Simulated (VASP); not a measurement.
# GaP (F-43m) in VASP: further runs

The runs below take GaP through single point, with PBE, r2SCAN.

Everything below comes from runs of VASP 6.6.1. Logs are shortened: lines on timing, memory, paths and dates and some standing lists are left out, and cuts for length are marked.

### 1 The cell of the first run

It takes space group F-43m (No. 216, cubic). The conventional cell has a = 5.451 Å, b = 5.451 Å, c = 5.451 Å, α = 90.00°, β = 90.00°, γ = 90.00°. Ga (site symmetry -43m) has 4 P at 2.36 Å within 3.1 Å. P (site symmetry -43m) has 4 Ga at 2.36 Å within 3.1 Å.

### 2 Single point, PBE

INCAR reads:

```
ALGO = Normal
EDIFF = 1E-6
ENCUT = 520
GGA = PE
ISIF = 2
ISMEAR = 0
LASPH = T
LCHARG = F
LREAL = F
LWAVE = F
NBANDS = 16
NELM = 60
PREC = Accurate
SIGMA = 0.01
```

KPOINTS reads:

```
k-points
0
Gamma
  6 6 6
```

POSCAR reads:

```
GaP
1.0
    0.0000000000      2.7254096970      2.7254096970
    2.7254096970      0.0000000000      2.7254096970
    2.7254096970      2.7254096970      0.0000000000
Ga P
1 1
Direct
    0.0000000000      0.0000000000      0.0000000000
    0.2500000000      0.2500000000      0.2500000000
```

Potentials or basis: VASP PAW PBE potentials, release 64 (Ga_d, P).

The run is started by

```bash
$ cat potpaw_PBE.64/Ga_d/POTCAR potpaw_PBE.64/P/POTCAR > POTCAR
$ mpirun -np 1 vasp_std > vasp.out
```

OUTCAR:

```text
EDIFF = 1E-6
   ENCUT = 520
   GGA = PE
   ISIF = 2
   ISMEAR = 0
   LASPH = T
   LREAL = F
   NELM = 60
   PREC = Accurate

 ion  position               nearest neighbor table
   1  0.000  0.000  0.000-   2 2.36   2 2.36   2 2.36   2 2.36
   2  0.250  0.250  0.250-   1 2.36   1 2.36   1 2.36   1 2.36

  LATTYP: Found a face centered cubic cell.
 ALAT       =     5.4508193940

  Lattice vectors:

 A1 = (   0.0000000000,   2.7254096970,   2.7254096970)
 A2 = (   2.7254096970,   0.0000000000,   2.7254096970)
 A3 = (   2.7254096970,   2.7254096970,   0.0000000000)

Analysis of symmetry for initial positions (statically):
=====================================================================
 Subroutine PRICEL returns:
 Original cell was already a primitive cell.

 Routine SETGRP: Setting up the symmetry group for a
 face centered cubic supercell.

 Subroutine GETGRP returns: Found 24 space group operations
 (whereof 24 operations were pure point group operations)
 out of a pool of 48 trial point group operations.

The static configuration has the point symmetry T_d .

Analysis of symmetry for dynamics (positions and initial velocities):
=====================================================================
 Subroutine PRICEL returns:
 Original cell was already a primitive cell.

 Routine SETGRP: Setting up the symmetry group for a
 face centered cubic supercell.

 Subroutine GETGRP returns: Found 24 space group operations
 (whereof 24 operations were pure point group operations)
 out of a pool of 48 trial point group operations.

The dynamic configuration has the point symmetry T_d .

 Subroutine INISYM returns: Found 24 space group operations
 (whereof 24 operations are pure point group operations),
 and found     1 'primitive' translations

----------------------------------------------------------------------------------------

                                     Primitive cell

  volume of cell :      40.4879

  direct lattice vectors                    reciprocal lattice vectors
     0.000000000  2.725409697  2.725409697    -0.183458656  0.183458656  0.183458656
     2.725409697  0.000000000  2.725409697     0.183458656 -0.183458656  0.183458656
     2.725409697  2.725409697  0.000000000     0.183458656  0.183458656 -0.183458656

  length of vectors
     3.854311357  3.854311357  3.854311357     0.317759713  0.317759713  0.317759713

  position of ions in fractional coordinates (direct lattice)
     0.000000000  0.000000000  0.000000000
     0.250000000  0.250000000  0.250000000

  ion indices of the primitive-cell ions
   primitive index   ion index
                 1           1
                 2           2

----------------------------------------------------------------------------------------

 KPOINTS: k-points

Automatic generation of k-mesh.
 Grid dimensions read from file:
 generate k-points for:    6    6    6

 Generating k-lattice:

  Cartesian coordinates                     Fractional coordinates (reciprocal lattice)
    -0.030576443  0.030576443  0.030576443     0.166666667  0.000000000  0.000000000
     0.030576443 -0.030576443  0.030576443     0.000000000  0.166666667  0.000000000
     0.030576443  0.030576443 -0.030576443     0.000000000  0.000000000  0.166666667

  Length of vectors
     0.052959952  0.052959952  0.052959952

  Shift w.r.t. Gamma in fractional coordinates (k-lattice)
     0.000000000  0.000000000  0.000000000

 Subroutine IBZKPT returns following result:
 ===========================================

 Found     16 irreducible k-points:

 Following reciprocal coordinates:
            Coordinates               Weight
  0.000000  0.000000  0.000000      1.000000
  0.166667  0.000000  0.000000      8.000000
  0.333333  0.000000  0.000000      8.000000
  0.500000  0.000000  0.000000      4.000000
  0.166667  0.166667  0.000000      6.000000
  0.333333  0.166667  0.000000     24.000000
[... 8 lines left out ...]
 -0.333333  0.333333  0.166667     24.000000
 -0.333333  0.500000  0.166667     12.000000
   k-points           NKPTS =     16   k-points in BZ     NKDIM =     16   number of bands    NBANDS=     16
   number of dos      NEDOS =    301   number of ions     NIONS =      2
   total plane-waves  NPLWV =  27000
   dimension x,y,z NGX =    30 NGY =   30 NGZ =   30
   dimension x,y,z NGXF=    60 NGYF=   60 NGZF=   60
   ions per type =               1   1
   NGX,Y,Z   is equivalent  to a cutoff of  12.94, 12.94, 12.94 a.u.
   NGXF,Y,Z  is equivalent  to a cutoff of  25.88, 25.88, 25.88 a.u.
 SYSTEM =  unknown system
   PREC   = accura    normal or accurate (medium, high low for compatibility)
   ISTART =      0    job   : 0-new  1-cont  2-samecut
   ICHARG =      2    charge: 1-file 2-atom 10-const
   ISPIN  =      1    spin polarized calculation?
   LNONCOLLINEAR =      F non collinear calculations
   LSORBIT =      F    spin-orbit coupling
   LASPH  =      T    aspherical Exc in radial PAW
   ENCUT  =  520.0 eV  38.22 Ry    6.18 a.u.   7.17  7.17  7.17*2*pi/ulx,y,z
   NELM   =     60;   NELMIN=  2; NELMDL= -5     # of ELM steps
   EDIFF  = 0.1E-05   stopping-criterion for ELM
   LREAL  =      F    real-space projection
   EDIFFG = 0.1E-04   stopping-criterion for IOM
   NSW    =      0    number of steps for IOM
   IBRION =     -1    ionic relax: 0-MD 1-quasi-New 2-CG
   NFREE  =      0    steps in history (QN), initial steepest desc. (CG)
   ISIF   =      2    stress and relaxation
   ISYM   =      2    0-nonsym 1-usesym 2-fastsym
   POTIM  = 0.5000    time-step for ionic-motion
   TEBEG  =    0.0;   TEEND  =   0.0 temperature during run
   PSTRESS=    0.0 pullay stress
   NELECT =      18.0000    total number of electrons
   NUPDOWN=      -1.0000    fix difference up-down
   EMIN   =  10.00;   EMAX   =-10.00  energy-range for DOS
   EFERMI =   0.00;   METHOD = LEGACY
   ISMEAR =     0;   SIGMA  =   0.01  broadening in eV -4-tet -1-fermi 0-gaus
   EFERMI_NEDOS =   21; number of points for ismear=-14 and -15
   IALGO  =     38    algorithm
   IMIX   =      4    mixing-type and parameters
     AMIX     =   0.40;   BMIX     =  1.00
     AMIX_MAG =   1.60;   BMIX_MAG =  1.00
  volume/ion in A,a.u.               =      20.24       136.61
  Fermi-wavevector in a.u.,A,eV,Ry     =   1.249464  2.361145 21.240887  1.561161
  Thomas-Fermi vector in A             =   2.383504
   LORBIT       =      0    0 simple, 1 ext, 2 COOP (PROOUT), +10 PAW based schemes
   GGA     = PE    functional components
   LHFCALC =     F    Hartree Fock is set to
   AEXX    =    0.0000 exact exchange contribution
   IVDW    =     0    specifies the selected vdW correction
   LEPSILON=     F    determine dielectric tensor
   LRPA    =     F    only Hartree local field effects (RPA)
 non-spin polarized calculation
 Gauss-broadening in eV      SIGMA  =   0.01
  energy-cutoff  :      520.00
  volume of cell :       40.49
 maximum number of plane-waves:      1113
 NGX is ok and might be reduce to    30
   NGX = 15   NGY = 15   NGZ = 15

 number of electron      17.9999989 magnetization

 Free energy of the ion-electron system (eV)
  ---------------------------------------------------
  ext. energy  EPLUGINS =         0.00000000
  ---------------------------------------------------
  free energy    TOTEN  =        -9.10247808 eV

  energy without entropy =       -9.10247808  energy(sigma->0) =       -9.10247808

 E-fermi :   4.7644     XC(G=0):  -9.8293

 val. band max:        4.6569114163   @ k =   0.0000   0.0000   0.0000
 cond. band min:       6.3083183949   @ k =   0.5000   0.5000   0.0000
 fundamental gap:      1.6514069786
 Fermi energy:         4.7643757425

 k-point     1 :       0.0000    0.0000    0.0000
  band No.  band energies     occupation
      1      -9.9006      2.00000
      2      -9.9006      2.00000
      3      -9.9006      2.00000
      4      -9.8012      2.00000
      5      -9.8012      2.00000
      6      -7.8347      2.00000
[... 8 lines left out ...]
     15      14.4408      0.00000
     16      14.4408      0.00000

 k-point     2 :       0.1667    0.0000    0.0000
  band No.  band energies     occupation
      1      -9.9235      2.00000
      2      -9.8928      2.00000
      3      -9.8928      2.00000
      4      -9.8011      2.00000
      5      -9.8011      2.00000
      6      -7.4786      2.00000
[... 8 lines left out ...]
     15      13.6220      0.00000
     16      14.7111      0.00000

 k-point     3 :       0.3333    0.0000    0.0000
  band No.  band energies     occupation
      1      -9.9636      2.00000
      2      -9.8803      2.00000
      3      -9.8803      2.00000
      4      -9.7976      2.00000
      5      -9.7976      2.00000
      6      -6.5316      2.00000
[... 8 lines left out ...]
     15      14.3013      0.00000
     16      14.3558      0.00000

 k-point     4 :       0.5000    0.0000    0.0000
  band No.  band energies     occupation
      1      -9.9819      2.00000
      2      -9.8759      2.00000
      3      -9.8759      2.00000
      4      -9.7938      2.00000
      5      -9.7938      2.00000
      6      -5.7685      2.00000
[... 8 lines left out ...]
     15      16.3412      0.00000
     16      16.3412      0.00000
[... 172 lines left out ...]
 k-point    14 :       0.5000    0.3333    0.1667
  band No.  band energies     occupation
      1      -9.9871      2.00000
      2      -9.8663      2.00000
      3      -9.8553      2.00000
      4      -9.8153      2.00000
      5      -9.7903      2.00000
      6      -5.7558      2.00000
[... 8 lines left out ...]
     15      16.4751      0.00000
     16      17.9250      0.00000

 k-point    15 :      -0.3333    0.3333    0.1667
  band No.  band energies     occupation
      1      -9.9932      2.00000
      2      -9.8663      2.00000
      3      -9.8485      2.00000
      4      -9.8119      2.00000
      5      -9.7935      2.00000
      6      -5.1039      2.00000
[... 8 lines left out ...]
     15      17.1286      0.00000
     16      17.4341      0.00000

 k-point    16 :      -0.3333    0.5000    0.1667
  band No.  band energies     occupation
      1     -10.0040      2.00000
      2      -9.8550      2.00000
      3      -9.8406      2.00000
      4      -9.8217      2.00000
      5      -9.7880      2.00000
      6      -4.7999      2.00000
[... 8 lines left out ...]
     15      16.5602      0.00000
     16      18.2628      0.00000

------------------------ aborting loop because EDIFF is reached ----------------------------------------

  FORCE on cell =-STRESS in cart. coord.  units (eV):
  Direction    XX          YY          ZZ          XY          YZ          ZX
  --------------------------------------------------------------------------------------
  -------------------------------------------------------------------------------------
  Total        0.6144922      0.6144922      0.6144922      0.0000000      0.0000000     -0.0000000
  in kB       24.3165289     24.3165289     24.3165289      0.0000000      0.0000000     -0.0000000
  external PRESSURE =      24.3165289 kB  Pullay stress =       0.0000000 kB

 VOLUME and BASIS-vectors are now :
 -----------------------------------------------------------------------------
  energy-cutoff  :      520.00
  volume of cell :       40.49
      direct lattice vectors                 reciprocal lattice vectors
     0.000000000  2.725409697  2.725409697    -0.183458656  0.183458656  0.183458656
     2.725409697  0.000000000  2.725409697     0.183458656 -0.183458656  0.183458656
     2.725409697  2.725409697  0.000000000     0.183458656  0.183458656 -0.183458656

 POSITION                                       TOTAL-FORCE (eV/Angst)
 -----------------------------------------------------------------------------------
      0.00000      0.00000      0.00000         0.000000      0.000000      0.000000
      1.36270      1.36270      1.36270        -0.000000     -0.000000     -0.000000
 -----------------------------------------------------------------------------------
    total drift:                                0.000002      0.000002      0.000002

  FREE ENERGIE OF THE ION-ELECTRON SYSTEM (eV)
  ---------------------------------------------------
  free  energy   TOTEN  =        -9.1024780809 eV

  energy  without entropy=       -9.1024780809  energy(sigma->0) =       -9.10247808
```

Wall time 10 s (1 thread of AMD EPYC 7R43 (Zen 3), shared host); peak memory 0.13 GiB.

What came out:

- Free energy: -9.1025 eV
- Pressure: 2.4 GPa
- Band gap on the k mesh: 1.65 eV, indirect (least direct gap 1.82 eV)

Levels at points of the mesh, in eV from the valence-band top:
```
           k point  band 6  band 7  band 8  band 9  band 10  band 11  band 12  band 13
(0.00, 0.00, 0.00)  -12.49    0.00    0.00    0.00     1.82     3.89     3.89     3.89
(0.50, 0.00, 0.00)  -10.43   -6.63   -1.12   -1.12     1.67     4.72     4.72     8.28
(0.50, 0.50, 0.00)   -9.53   -6.76   -2.68   -2.68     1.65     1.82    10.59    10.59
```

A k mesh can miss the band edges.

[end of part 1 of 2]
